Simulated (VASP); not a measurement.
# Ca (Fm-3m) in VASP: a series of runs

The runs below take Ca through single point, relaxation of cell and atoms, with PBE+D3(BJ).

Everything below comes from runs of VASP 6.6.1. Logs are shortened: lines on timing, memory, paths and dates and some standing lists are left out, and cuts for length are marked.

## 1. The cell of the first run

The structure is cubic, space group Fm-3m (No. 225). The conventional cell has a = 5.432 Å, b = 5.432 Å, c = 5.432 Å, α = 90.00°, β = 90.00°, γ = 90.00°. Ca (site symmetry m-3m) has 12 Ca at 3.84 Å within 5.0 Å.

## 2. Single point, PBE+D3(BJ)

Contents of INCAR:

```
SYSTEM = Ca
  ALGO = Normal
  EDIFF = 1E-7
  ENCUT = 520
  GGA = PE
  ISIF = 2
  ISMEAR = 0
  IVDW = 12
  LASPH = .True.
  LCHARG = .False.
  LREAL = .False.
  LWAVE = .False.
  NBANDS = 11
  NELM = 100
  PREC = Accurate
  SIGMA = 0.1
```

Contents of KPOINTS:

```
k-points
0
Gamma
  14 14 14
  0 0 0
```

Contents of POSCAR:

```
Ca
1.0
    0.0000000000      2.7161218713      2.7161218713
    2.7161218713      0.0000000000      2.7161218713
    2.7161218713      2.7161218713      0.0000000000
Ca
1
Direct
    0.0000000000      0.0000000000      0.0000000000
```

Potentials or basis: VASP PAW PBE potentials, release 64 (Ca_sv).

Command:

```sh
> cat potpaw_PBE.64/Ca_sv/POTCAR > POTCAR
> mpirun -np 1 vasp_std > vasp.out
```

OUTCAR:

```text
SYSTEM = Ca
   EDIFF = 1E-7
   ENCUT = 520
   GGA = PE
   ISIF = 2
   ISMEAR = 0
   IVDW = 12
   LASPH = .True.
   LREAL = .False.
   NELM = 100
   PREC = Accurate
 IVDW          = 12

 ion  position               nearest neighbor table
   1  0.000  0.000  0.000-

  LATTYP: Found a face centered cubic cell.
 ALAT       =     5.4322437426

  Lattice vectors:

 A1 = (   0.0000000000,   2.7161218713,   2.7161218713)
 A2 = (   2.7161218713,   0.0000000000,   2.7161218713)
 A3 = (   2.7161218713,   2.7161218713,   0.0000000000)

Analysis of symmetry for initial positions (statically):
=====================================================================
 Subroutine PRICEL returns:
 Original cell was already a primitive cell.

 Routine SETGRP: Setting up the symmetry group for a
 face centered cubic supercell.

 Subroutine GETGRP returns: Found 48 space group operations
 (whereof 48 operations were pure point group operations)
 out of a pool of 48 trial point group operations.

The static configuration has the point symmetry O_h .

Analysis of symmetry for dynamics (positions and initial velocities):
=====================================================================
 Subroutine PRICEL returns:
 Original cell was already a primitive cell.

 Routine SETGRP: Setting up the symmetry group for a
 face centered cubic supercell.

 Subroutine GETGRP returns: Found 48 space group operations
 (whereof 48 operations were pure point group operations)
 out of a pool of 48 trial point group operations.

The dynamic configuration has the point symmetry O_h .

 Subroutine INISYM returns: Found 48 space group operations
 (whereof 48 operations are pure point group operations),
 and found     1 'primitive' translations

----------------------------------------------------------------------------------------

                                     Primitive cell

  volume of cell :      40.0754

  direct lattice vectors                    reciprocal lattice vectors
     0.000000000  2.716121871  2.716121871    -0.184085996  0.184085996  0.184085996
     2.716121871  0.000000000  2.716121871     0.184085996 -0.184085996  0.184085996
     2.716121871  2.716121871  0.000000000     0.184085996  0.184085996 -0.184085996

  length of vectors
     3.841176387  3.841176387  3.841176387     0.318846298  0.318846298  0.318846298

  position of ions in fractional coordinates (direct lattice)
     0.000000000  0.000000000  0.000000000

  ion indices of the primitive-cell ions
   primitive index   ion index
                 1           1

[... 83 lines left out ...]
   NUPDOWN=      -1.0000    fix difference up-down
   EMIN   =  10.00;   EMAX   =-10.00  energy-range for DOS
   EFERMI =   0.00;   METHOD = LEGACY
   ISMEAR =     0;   SIGMA  =   0.10  broadening in eV -4-tet -1-fermi 0-gaus
   EFERMI_NEDOS =   21; number of points for ismear=-14 and -15
   IALGO  =     38    algorithm
   IMIX   =      4    mixing-type and parameters
     AMIX     =   0.40;   BMIX     =  1.00
     AMIX_MAG =   1.60;   BMIX_MAG =  1.00
  volume/ion in A,a.u.               =      40.08       270.44
  Fermi-wavevector in a.u.,A,eV,Ry     =   1.030660  1.947666 14.452936  1.062261
  Thomas-Fermi vector in A             =   2.164770
   LORBIT       =      0    0 simple, 1 ext, 2 COOP (PROOUT), +10 PAW based schemes
   GGA     = PE    functional components
   LHFCALC =     F    Hartree Fock is set to
   AEXX    =    0.0000 exact exchange contribution
   IVDW    =    12    specifies the selected vdW correction
   LEPSILON=     F    determine dielectric tensor
   LRPA    =     F    only Hartree local field effects (RPA)
 non-spin polarized calculation
 Gauss-broadening in eV      SIGMA  =   0.10
  energy-cutoff  :      520.00
  volume of cell :       40.08
 maximum number of plane-waves:      1106
 NGX is ok and might be reduce to    30
   NGX = 15   NGY = 15   NGZ = 15

 number of electron      10.0000001 magnetization

 Free energy of the ion-electron system (eV)
  ---------------------------------------------------
  ext. energy  EPLUGINS =         0.00000000
  ---------------------------------------------------
  free energy    TOTEN  =        -1.92659652 eV

  energy without entropy =       -1.91957391  energy(sigma->0) =       -1.92308522

 E-fermi :   2.1627     XC(G=0):  -7.8970

 val. band max:        2.1434184901   @ k =  -0.4286   0.1429   0.0000
 cond. band min:       2.1641347158   @ k =  -0.4286   0.2143   0.0714
 fundamental gap:      0.0207162257
 Fermi energy:         2.1626642175

 k-point     1 :       0.0000    0.0000    0.0000
  band No.  band energies     occupation
      1     -39.7294      2.00000
      2     -20.6390      2.00000
      3     -20.6390      2.00000
      4     -20.6390      2.00000
      5      -1.9481      2.00000
      6       4.5754      0.00000
      7       4.5754      0.00000
      8       4.5754      0.00000
      9       5.7123      0.00000
     10       5.7123      0.00000
     11      11.5144      0.00000
[... 309 lines left out ...]
 k-point    24 :       0.2857    0.1429    0.0000
  band No.  band energies     occupation
      1     -39.7191      2.00000
      2     -20.7223      2.00000
      3     -20.6619      2.00000
      4     -20.6601      2.00000
      5      -0.6849      2.00000
      6       3.5643      0.00000
      7       4.5391      0.00000
      8       4.9088      0.00000
      9       5.3678      0.00000
     10       6.0312      0.00000
     11      10.2472      0.00000

 [... further k-points ...]

------------------------ aborting loop because EDIFF is reached ----------------------------------------

 Edisp (eV)   -0.24152

 E8    (eV) :    -0.1217

  FORCE on cell =-STRESS in cart. coord.  units (eV):
  Direction    XX          YY          ZZ          XY          YZ          ZX
  --------------------------------------------------------------------------------------
  -------------------------------------------------------------------------------------
  Total       0.01056     0.01056     0.01056    -0.00000     0.00000     0.00000
  in kB       0.42214     0.42214     0.42214    -0.00000     0.00000     0.00000
  external pressure =        0.42 kB  Pullay stress =        0.00 kB

 VOLUME and BASIS-vectors are now :
 -----------------------------------------------------------------------------
  energy-cutoff  :      520.00
  volume of cell :       40.08
      direct lattice vectors                 reciprocal lattice vectors
     0.000000000  2.716121871  2.716121871    -0.184085996  0.184085996  0.184085996
     2.716121871  0.000000000  2.716121871     0.184085996 -0.184085996  0.184085996
     2.716121871  2.716121871  0.000000000     0.184085996  0.184085996 -0.184085996

 POSITION                                       TOTAL-FORCE (eV/Angst)
 -----------------------------------------------------------------------------------
      0.00000      0.00000      0.00000         0.000000     -0.000000      0.000000
 -----------------------------------------------------------------------------------
    total drift:                               -0.000000     -0.000000      0.000000

  FREE ENERGIE OF THE ION-ELECTRON SYSTEM (eV)
  ---------------------------------------------------
  free  energy   TOTEN  =        -2.1681171434 eV

  energy  without entropy=       -2.1610945268  energy(sigma->0) =       -2.16460584
```

OSZICAR:

```text
N       E                     dE             d eps       ncg     rms          rms(c)
DAV:   1     0.662571392555E+02    0.66257E+02   -0.49391E+03  2288   0.819E+02
DAV:   2    -0.359150364036E+00   -0.66616E+02   -0.66036E+02  2543   0.208E+02
DAV:   3    -0.187123908549E+01   -0.15121E+01   -0.14963E+01  3389   0.307E+01
DAV:   4    -0.193943462543E+01   -0.68196E-01   -0.67928E-01  3032   0.502E+00
DAV:   5    -0.194042112442E+01   -0.98650E-03   -0.98633E-03  3192   0.554E-01    0.216E+00
DAV:   6    -0.193025253643E+01    0.10169E-01   -0.11468E-02  2848   0.116E+00    0.132E+00
DAV:   7    -0.192702573809E+01    0.32268E-02   -0.16718E-02  2748   0.150E+00    0.104E-01
DAV:   8    -0.192658600143E+01    0.43974E-03   -0.19743E-03  2732   0.422E-01    0.226E-02
DAV:   9    -0.192659663380E+01   -0.10632E-04   -0.83955E-05  2988   0.791E-02    0.644E-03
DAV:  10    -0.192659699051E+01   -0.35671E-06   -0.56435E-06  3404   0.174E-02    0.116E-03
DAV:  11    -0.192659676535E+01    0.22517E-06   -0.23830E-07  3429   0.286E-03    0.220E-03
DAV:  12    -0.192659652006E+01    0.24528E-06   -0.38752E-08  1670   0.242E-03    0.146E-04
DAV:  13    -0.192659652395E+01   -0.38891E-08   -0.84235E-09  1387   0.843E-04
   1 F= -.21681171E+01 E0= -.21646058E+01  d E =-.702262E-02
```

stdout:

```text
POSCAR found type information on POSCAR Ca
 POSCAR found :  1 types and       1 ions
 scaLAPACK will be used
 LDA part: xc-table for (Slater+PW92), standard interpolation
 POSCAR, INCAR and KPOINTS ok, starting setup
 FFT: planning ... GRIDC
 FFT: planning ... GRID_SOFT
 FFT: planning ... GRID
 WAVECAR not read
 entering main loop
```

Run time: 29 s. Hardware: 1 thread of Intel Xeon Platinum 8488C (Sapphire Rapids), shared host; peak memory 0.2 GiB.

What came out:

| Quantity | Value |
| --- | --- |
| Free energy | -2.1681 eV |
| Pressure | 0.0 GPa |
| Band gap on the k mesh | zero (band 5 reaches 2.29 eV, above the bottom of band 6 at 2.05 eV) |
| Dispersion energy per atom | -0.242 eV |

Caveat: pairwise dispersion overbinds metals, which lowers pressure and volume.

## 3. Relaxation of cell and atoms, PBE+D3(BJ)

This run uses another cell than the first one, of 42.16 Å³/atom, 1.052 times its volume.

Contents of INCAR:

```
  PREC = Accurate
  ENCUT = 600
  EDIFF = 1E-6
  ISMEAR = 0
  SIGMA = 0.1
  LREAL = False
  LASPH = True
  NELM = 100
  ALGO = Normal
  ISIF = 3
  LWAVE = False
  LCHARG = False
  GGA = PE
  IVDW = 12
  IBRION = 2
  NSW = 70
  EDIFFG = -0.005
```

Contents of KPOINTS:

```
regular mesh
0
Gamma
  14 14 14
```

Contents of POSCAR:

```
Ca
1.0
    0.0000000000      2.7623960552      2.7623960552
    2.7623960552      0.0000000000      2.7623960552
    2.7623960552      2.7623960552      0.0000000000
Ca
1
Direct
    0.0000000000      0.0000000000      0.0000000000
```

Potentials or basis: VASP PAW PBE potentials, release 64 (Ca_sv).

Command:

```sh
> cat potpaw_PBE.64/Ca_sv/POTCAR > POTCAR
> mpirun -np 1 vasp_std > vasp.out
```

OUTCAR:

```text
PREC = Accurate
   ENCUT = 600
   EDIFF = 1E-6
   ISMEAR = 0
   LREAL = False
   LASPH = True
   NELM = 100
   ISIF = 3
   GGA = PE
   IVDW = 12
   IBRION = 2
   NSW = 70
   EDIFFG = -0.005
 IVDW          = 12

 ion  position               nearest neighbor table
   1  0.000  0.000  0.000-

  LATTYP: Found a face centered cubic cell.
 ALAT       =     5.5247921104

  Lattice vectors:

 A1 = (   0.0000000000,   2.7623960552,   2.7623960552)
 A2 = (   2.7623960552,   0.0000000000,   2.7623960552)
 A3 = (   2.7623960552,   2.7623960552,   0.0000000000)

Analysis of symmetry for initial positions (statically):
=====================================================================
 Subroutine PRICEL returns:
 Original cell was already a primitive cell.
[... 247 lines left out ...]
 number of electron       9.9999999 magnetization

 number of electron      10.0000000 magnetization

 Free energy of the ion-electron system (eV)
  ---------------------------------------------------
  ext. energy  EPLUGINS =         0.00000000
  ---------------------------------------------------
  free energy    TOTEN  =        -1.92723932 eV

  energy without entropy =       -1.92021471  energy(sigma->0) =       -1.92372701

 E-fermi :   2.1527     XC(G=0):  -7.8894

 val. band max:        2.1323143573   @ k =  -0.4286   0.1429   0.0000
 cond. band min:       2.1534968524   @ k =  -0.4286   0.2143   0.0714
 fundamental gap:      0.0211824951
 Fermi energy:         2.1527320014

 k-point     1 :       0.0000    0.0000    0.0000
  band No.  band energies     occupation
      1     -39.7448      2.00000
      2     -20.6551      2.00000
      3     -20.6551      2.00000
      4     -20.6551      2.00000
      5      -1.9536      2.00000
      6       4.5622      0.00000
      7       4.5622      0.00000
      8       4.5622      0.00000
      9       5.6958      0.00000
[... 265 lines left out ...]
 k-point    24 :       0.2857    0.1429    0.0000
  band No.  band energies     occupation
      1     -39.7346      2.00000
      2     -20.7376      2.00000
      3     -20.6778      2.00000
      4     -20.6760      2.00000
      5      -0.6928      2.00000
      6       3.5535      0.00000
      7       4.5261      0.00000
      8       4.8945      0.00000
      9       5.3523      0.00000

 [... further k-points ...]

------------------------ aborting loop because EDIFF is reached ----------------------------------------

 Edisp (eV)   -0.24096

 E8    (eV) :    -0.1214
[... 24 lines left out ...]
  FREE ENERGIE OF THE ION-ELECTRON SYSTEM (eV)
  ---------------------------------------------------
  free  energy   TOTEN  =        -2.1681997186 eV

  energy  without entropy=       -2.1611751178  energy(sigma->0) =       -2.16468742

 reached required accuracy - stopping structural energy minimisation
```

It took 47 s on 1 thread of Intel Xeon Platinum 8488C (Sapphire Rapids), shared host; peak memory 0.22 GiB.

What came out:

* Free energy: -2.1682 eV
* Relaxed volume: 40.17 Å³/atom
* Relaxed cell: a = 3.844 Å, b = 3.844 Å, c = 3.844 Å, α = 60.00°, β = 60.00°, γ = 60.00°
* Space group after relaxing (to 0.05 Å): Fm-3m (No. 225)
* Energy gained by relaxing: 5.0 meV/atom
* Ionic steps: 3
* Pressure after relaxing: 0.0 GPa
* Band gap on the k mesh: zero (band 5 reaches 2.28 eV, above the bottom of band 6 at 2.04 eV)
* Dispersion energy per atom: -0.241 eV

Step by step:
```csv
step,energy change (eV),largest force (eV/Å),pressure (GPa),volume (Å³)
1,0.0000,0.0000,-0.82,42.16
2,-0.0045,0.0000,-0.28,40.86
3,-0.0050,0.0000,0.02,40.17
```

Final structure:
```cif
data_structure
_symmetry_space_group_name_H-M 'P 1'
_symmetry_Int_Tables_number 1
_cell_length_a 3.8442
_cell_length_b 3.8442
_cell_length_c 3.8442
_cell_angle_alpha 60.000
_cell_angle_beta 60.000
_cell_angle_gamma 60.000
_cell_volume 40.17
loop_
_atom_site_label
_atom_site_type_symbol
_atom_site_fract_x
_atom_site_fract_y
_atom_site_fract_z
_atom_site_occupancy
Ca1 Ca 0.00000 0.00000 0.00000 1
```

Caveat: pairwise dispersion overbinds metals, which lowers pressure and volume.
